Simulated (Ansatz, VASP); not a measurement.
## Two plane-wave programs on CrSiB3

```xyz
5
Lattice="3.9007 0.0000 0.0000 0.0000 3.9007 0.0000 0.0000 0.0000 3.9007" Properties=species:S:1:pos:R:3 pbc="T T T"
Cr    1.9504    1.9504    1.9504
Si    0.0000    0.0000    0.0000
B     1.9504    0.0000    1.9504
B     0.0000    1.9504    1.9504
B     1.9504    1.9504    0.0000
```

Change from the starting cell: species swapped into the La3PbC type (Pm-3m, No. 221).

Alike in both runs: functional PBE; k mesh 4 × 4 × 4; occupations gaussian, width 0.1 eV; collinear spin.

Ansatz relaxed the structure, and its values are those at the end. VASP's run is a single point on that final structure, the one shown.

|  | VASP | Ansatz |
| --- | --- | --- |
| version | VASP 6.6.1 | Ansatz 0.2.0 |
| potentials or method | VASP PAW PBE potentials, release 64 (Cr_pv, Si, B), cutoff 520 eV | scalar-relativistic, plane waves, PAW |
| valence electrons in the cell | 25 | 27 |

Ansatz gave:

* gap on the k mesh at the Fermi level (eV): none
* pressure (GPa): 0.3
* net moment per atom (μB): 0.03
* size of the moment on the site where the two differ most (μB): 0.16

What did VASP give for the same quantities?

gap on the k mesh at the Fermi level (eV): none; pressure (GPa): 0.2; net moment per atom (μB): 0.03; size of the moment on the site where the two differ most (μB): 0.20.

Site moments also hang on the region over which each program counts them. A gap of «none» marks a metal or a gap that the smearing closes. VASP's potentials hold 25 valence electrons a cell and Ansatz's 27, so a difference there can come from the potentials and not from the codes. Ansatz's warnings: seeded moment not kept.

The k mesh is coarse, so the values compare programs but aren't converged.
